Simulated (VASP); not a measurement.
# AgI (F-43m) in VASP: relaxation of cell and atoms with LDA

Aim: the relaxation of cell and atoms of AgI with LDA.

All numbers are computed with VASP 6.6.1; they aren't measurements. Logs are shortened: lines on timing, memory, paths and dates and some standing lists are left out, and cuts for length are marked.

## Step 1: The cell of the first run

It takes space group F-43m (No. 216, cubic). The conventional cell has a = 6.473 Å, b = 6.473 Å, c = 6.473 Å, α = 90.00°, β = 90.00°, γ = 90.00°. Within 3.7 Å of Ag (site symmetry -43m) lie 4 I at 2.80 Å. I (site symmetry -43m) has 4 Ag at 2.80 Å within 3.7 Å.

## Step 2: Relaxation of cell and atoms, LDA

File INCAR:

```
PREC = Accurate
ENCUT = 500
EDIFF = 1E-7
ISMEAR = -1
SIGMA = 0.1
LREAL = F
LASPH = T
NELM = 120
ALGO = Normal
ISIF = 3
LWAVE = F
LCHARG = F
GGA = CA
IBRION = 2
NSW = 100
EDIFFG = -0.002
GGA_COMPAT = F
NELMIN = 4
```

File KPOINTS:

```
regular mesh
0
Gamma
  10 10 10
```

File POSCAR:

```
AgI
1.0
    3.2365000000      3.2365000000      0.0000000000
   -3.2365000000      3.2365000000      0.0000000000
    0.0000000000      3.2365000000      3.2365000000
Ag I
1 1
Direct
    0.0000000000      0.0000000000      0.0000000000
    0.7500000000      0.2500000000      0.5000000000
```

Potentials or basis: VASP PAW LDA potentials, release 64 (Ag, I).

Command:

```bash
$ cat potpaw_LDA.64/Ag/POTCAR potpaw_LDA.64/I/POTCAR > POTCAR
$ mpirun -np 1 vasp_std > vasp.out
```

OUTCAR:

```text
PREC = Accurate
   ENCUT = 500
   EDIFF = 1E-7
   ISMEAR = -1
   LREAL = F
   LASPH = T
   NELM = 120
   ISIF = 3
   GGA = CA
   IBRION = 2
   NSW = 100
   EDIFFG = -0.002
   NELMIN = 4

 ion  position               nearest neighbor table
   1  0.000  0.000  0.000-   2 2.80   2 2.80   2 2.80   2 2.80
   2  0.750  0.250  0.500-   1 2.80   1 2.80   1 2.80   1 2.80

  LATTYP: Found a face centered cubic cell.
 ALAT       =     6.4730000000

  Lattice vectors:

 A1 = (   0.0000000000,   3.2365000000,   3.2365000000)
 A2 = (   3.2365000000,   0.0000000000,   3.2365000000)
 A3 = (   3.2365000000,   3.2365000000,   0.0000000000)

Analysis of symmetry for initial positions (statically):
=====================================================================
 Subroutine PRICEL returns:
 Original cell was already a primitive cell.

 Routine SETGRP: Setting up the symmetry group for a
 face centered cubic supercell.

 Subroutine GETGRP returns: Found 24 space group operations
 (whereof 24 operations were pure point group operations)
 out of a pool of 48 trial point group operations.

The static configuration has the point symmetry T_d .

Analysis of symmetry for dynamics (positions and initial velocities):
=====================================================================
 Subroutine PRICEL returns:
 Original cell was already a primitive cell.

 Routine SETGRP: Setting up the symmetry group for a
 face centered cubic supercell.

 Subroutine GETGRP returns: Found 24 space group operations
 (whereof 24 operations were pure point group operations)
 out of a pool of 48 trial point group operations.

The dynamic configuration has the point symmetry T_d .

 Subroutine INISYM returns: Found 24 space group operations
 (whereof 24 operations are pure point group operations),
 and found     1 'primitive' translations

----------------------------------------------------------------------------------------

                                     Primitive cell

  volume of cell :      67.8042

  direct lattice vectors                    reciprocal lattice vectors
     3.236500000  3.236500000  0.000000000     0.154487873  0.154487873 -0.154487873
    -3.236500000  3.236500000  0.000000000    -0.154487873  0.154487873 -0.154487873
     0.000000000  3.236500000  3.236500000     0.000000000  0.000000000  0.308975745

  length of vectors
     4.577102195  4.577102195  4.577102195     0.267580845  0.267580845  0.308975745

  position of ions in fractional coordinates (direct lattice)
     0.000000000  0.000000000  0.000000000
     0.750000000  0.250000000  0.500000000

  ion indices of the primitive-cell ions
   primitive index   ion index
                 1           1
                 2           2

----------------------------------------------------------------------------------------

 KPOINTS: regular mesh

Automatic generation of k-mesh.
 Grid dimensions read from file:
 generate k-points for:   10   10   10

 Generating k-lattice:

  Cartesian coordinates                     Fractional coordinates (reciprocal lattice)
     0.015448787  0.015448787 -0.015448787     0.100000000  0.000000000  0.000000000
    -0.015448787  0.015448787 -0.015448787     0.000000000  0.100000000  0.000000000
     0.000000000  0.000000000  0.030897575     0.000000000  0.000000000  0.100000000

  Length of vectors
     0.026758084  0.026758084  0.030897575

  Shift w.r.t. Gamma in fractional coordinates (k-lattice)
     0.000000000  0.000000000  0.000000000

 Subroutine IBZKPT returns following result:
 ===========================================

 Found     47 irreducible k-points:

 Following reciprocal coordinates:
            Coordinates               Weight
  0.000000  0.000000  0.000000      1.000000
  0.100000  0.000000  0.000000      8.000000
  0.200000  0.000000  0.000000      8.000000
  0.300000  0.000000  0.000000      8.000000
  0.400000  0.000000  0.000000      8.000000
  0.500000  0.000000  0.000000      4.000000
[... 16 lines left out ...]
  0.300000  0.300000  0.000000     12.000000
  0.400000  0.300000  0.000000     24.000000
 [... further k-points ...]
   k-points           NKPTS =     47   k-points in BZ     NKDIM =     47   number of bands    NBANDS=     13
   number of dos      NEDOS =    301   number of ions     NIONS =      2
   total plane-waves  NPLWV =  46656
   dimension x,y,z NGX =    36 NGY =   36 NGZ =   36
   dimension x,y,z NGXF=    72 NGYF=   72 NGZF=   72
   ions per type =               1   1
   NGX,Y,Z   is equivalent  to a cutoff of  13.08, 13.08, 13.08 a.u.
   NGXF,Y,Z  is equivalent  to a cutoff of  26.15, 26.15, 26.15 a.u.
 SYSTEM =  unknown system
   PREC   = accura    normal or accurate (medium, high low for compatibility)
   ISTART =      0    job   : 0-new  1-cont  2-samecut
   ICHARG =      2    charge: 1-file 2-atom 10-const
   ISPIN  =      1    spin polarized calculation?
   LNONCOLLINEAR =      F non collinear calculations
   LSORBIT =      F    spin-orbit coupling
   LASPH  =      T    aspherical Exc in radial PAW
   ENCUT  =  500.0 eV  36.75 Ry    6.06 a.u.   8.35  8.35  8.35*2*pi/ulx,y,z
   NELM   =    120;   NELMIN=  4; NELMDL= -5     # of ELM steps
   EDIFF  = 0.1E-06   stopping-criterion for ELM
   LREAL  =      F    real-space projection
   EDIFFG = -.2E-02   stopping-criterion for IOM
   NSW    =    100    number of steps for IOM
   IBRION =      2    ionic relax: 0-MD 1-quasi-New 2-CG
   NFREE  =      1    steps in history (QN), initial steepest desc. (CG)
   ISIF   =      3    stress and relaxation
   ISYM   =      2    0-nonsym 1-usesym 2-fastsym
   POTIM  = 0.5000    time-step for ionic-motion
   TEBEG  =    0.0;   TEEND  =   0.0 temperature during run
   PSTRESS=    0.0 pullay stress
   NELECT =      18.0000    total number of electrons
   NUPDOWN=      -1.0000    fix difference up-down
   EMIN   =  10.00;   EMAX   =-10.00  energy-range for DOS
   EFERMI =   0.00;   METHOD = LEGACY
   ISMEAR =    -1;   SIGMA  =   0.10  broadening in eV -4-tet -1-fermi 0-gaus
   EFERMI_NEDOS =   21; number of points for ismear=-14 and -15
   IALGO  =     38    algorithm
   IMIX   =      4    mixing-type and parameters
     AMIX     =   0.40;   BMIX     =  1.00
     AMIX_MAG =   1.60;   BMIX_MAG =  1.00
  volume/ion in A,a.u.               =      33.90       228.78
  Fermi-wavevector in a.u.,A,eV,Ry     =   1.052156  1.988286 15.062083  1.107032
  Thomas-Fermi vector in A             =   2.187227
   LORBIT       =      0    0 simple, 1 ext, 2 COOP (PROOUT), +10 PAW based schemes
   GGA     = CA    functional components
   LHFCALC =     F    Hartree Fock is set to
   AEXX    =    0.0000 exact exchange contribution
   IVDW    =     0    specifies the selected vdW correction
   LEPSILON=     F    determine dielectric tensor
   LRPA    =     F    only Hartree local field effects (RPA)
 conjugate gradient relaxation of ions
 non-spin polarized calculation
  energy-cutoff  :      500.00
  volume of cell :       67.80
 maximum number of plane-waves:      1759
 NGX is ok and might be reduce to    36
   NGX = 17   NGY = 17   NGZ = 17

--------------------------------------- Ionic step        1  -------------------------------------------

 number of electron      17.9999998 magnetization

 Free energy of the ion-electron system (eV)
  ---------------------------------------------------
  ext. energy  EPLUGINS =         0.00000000
  ---------------------------------------------------
  free energy    TOTEN  =        -6.09777999 eV

  energy without entropy =       -6.09772024  energy(sigma->0) =       -6.09775011

------------------------ aborting loop because EDIFF is reached ----------------------------------------

  FORCE on cell =-STRESS in cart. coord.  units (eV):
  Direction    XX          YY          ZZ          XY          YZ          ZX
  --------------------------------------------------------------------------------------
  -------------------------------------------------------------------------------------
  Total       -0.8716264     -0.8716264     -0.8716264     -0.0000000      0.0000000     -0.0000000
  in kB      -20.5960586    -20.5960586    -20.5960586     -0.0000000      0.0000000     -0.0000000
  external PRESSURE =     -20.5960586 kB  Pullay stress =       0.0000000 kB
[... 165 lines left out ...]
  energy  without entropy=       -6.1240747030  energy(sigma->0) =       -6.12410126

--------------------------------------- Ionic step        6  -------------------------------------------

 number of electron      18.0000002 magnetization

 Free energy of the ion-electron system (eV)
  ---------------------------------------------------
  ext. energy  EPLUGINS =         0.00000000
  ---------------------------------------------------
  free energy    TOTEN  =        -6.12412838 eV

  energy without entropy =       -6.12407525  energy(sigma->0) =       -6.12410181

 E-fermi :   4.4038     XC(G=0):  -9.1617

 val. band max:        3.7150076959   @ k =   0.0000   0.0000   0.0000
 cond. band min:       4.8078970238   @ k =   0.0000   0.0000   0.0000
 fundamental gap:      1.0928893279
 Fermi energy:         4.4037822050

 k-point     1 :       0.0000    0.0000    0.0000
  band No.  band energies     occupation
      1      -9.5453      2.00000
      2      -0.9802      2.00000
      3      -0.9802      2.00000
      4      -0.9802      2.00000
      5       0.2702      2.00000
      6       0.2702      2.00000
      7       3.7150      1.99796
      8       3.7150      1.99796
      9       3.7150      1.99796
     10       4.8079      0.03455
     11       9.2259      0.00000
     12       9.2259      0.00000
     13       9.2259      0.00000
[... 353 lines left out ...]
 k-point    24 :       0.4000    0.3000    0.0000
  band No.  band energies     occupation
      1      -9.0989      2.00000
      2      -1.0186      2.00000
      3      -0.5984      2.00000
      4      -0.5084      2.00000
      5       0.2112      2.00000
      6       0.2931      2.00000
      7       0.6168      2.00000
      8       1.5155      2.00000
      9       2.2576      2.00000
     10       7.4808      0.00000
     11       8.8578      0.00000
     12      10.8459      0.00000
     13      11.2339      0.00000

 [... further k-points ...]

------------------------ aborting loop because EDIFF is reached ----------------------------------------

  FORCE on cell =-STRESS in cart. coord.  units (eV):
  Direction    XX          YY          ZZ          XY          YZ          ZX
  --------------------------------------------------------------------------------------
  -------------------------------------------------------------------------------------
  Total        0.0017328      0.0017328      0.0017328      0.0000000      0.0000000      0.0000000
  in kB        0.0434154      0.0434154      0.0434154      0.0000000      0.0000000      0.0000000
  external PRESSURE =       0.0434154 kB  Pullay stress =       0.0000000 kB
[... 17 lines left out ...]
  FREE ENERGIE OF THE ION-ELECTRON SYSTEM (eV)
  ---------------------------------------------------
  free  energy   TOTEN  =        -6.1241283811 eV

  energy  without entropy=       -6.1240752452  energy(sigma->0) =       -6.12410181

 reached required accuracy - stopping structural energy minimisation
```

Run time: 2.1 min. Hardware: 1 thread of AMD EPYC 7R13 (Zen 3), shared host; peak memory 0.18 GiB.

What came out:

```
Free energy                           : -6.1241 eV
Relaxed volume                        : 31.97 Å³/atom
Relaxed cell                          : a = 4.489 Å, b = 4.489 Å, c = 4.489 Å, α = 60.00°, β = 60.00°, γ = 90.00°
Space group after relaxing (to 0.1 Å) : F-43m (No. 216)
Energy gained by relaxing             : 13.2 meV/atom
Ionic steps                           : 6
Pressure after relaxing               : 0.0 GPa
Band gap on the k mesh                : 1.09 eV
```

The path:
```csv
step,energy change (eV),largest force (eV/Å),pressure (GPa),volume (Å³)
1,0.0000,0.0000,-2.06,67.80
2,-0.0261,0.0000,0.22,63.62
3,-0.0263,0.0000,-0.02,63.95
4,-0.0263,0.0000,0.03,63.88
5,-0.0263,0.0000,0.02,63.93
6,-0.0263,0.0000,0.00,63.95
```

Final structure:
```cif
data_structure
_symmetry_space_group_name_H-M 'P 1'
_symmetry_Int_Tables_number 1
_cell_length_a 4.4886
_cell_length_b 4.4886
_cell_length_c 4.4886
_cell_angle_alpha 60.000
_cell_angle_beta 60.000
_cell_angle_gamma 90.000
_cell_volume 63.95
loop_
_atom_site_label
_atom_site_type_symbol
_atom_site_fract_x
_atom_site_fract_y
_atom_site_fract_z
_atom_site_occupancy
Ag1 Ag 0.00000 0.00000 0.00000 1
I1 I 0.75000 0.25000 0.50000 1
```

Levels at points of the mesh, in eV from the valence-band top:
| k point | band 6 | band 7 | band 8 | band 9 | band 10 | band 11 | band 12 | band 13 |
| --- | --- | --- | --- | --- | --- | --- | --- | --- |
| (0.00, 0.00, 0.00) | -3.44 | 0.00 | 0.00 | 0.00 | 1.09 | 5.51 | 5.51 | 5.51 |
| (0.50, 0.00, 0.00) | -3.41 | -3.27 | -0.84 | -0.84 | 2.53 | 6.03 | 6.03 | 7.07 |
| (0.50, 0.50, 0.00) | -3.31 | -2.93 | -2.05 | -2.05 | 3.23 | 3.67 | 8.51 | 9.72 |

Caveat: spin-orbit coupling is left out, which moves the levels of the heavy elements. Zero-point motion and thermal expansion aren't in these numbers.
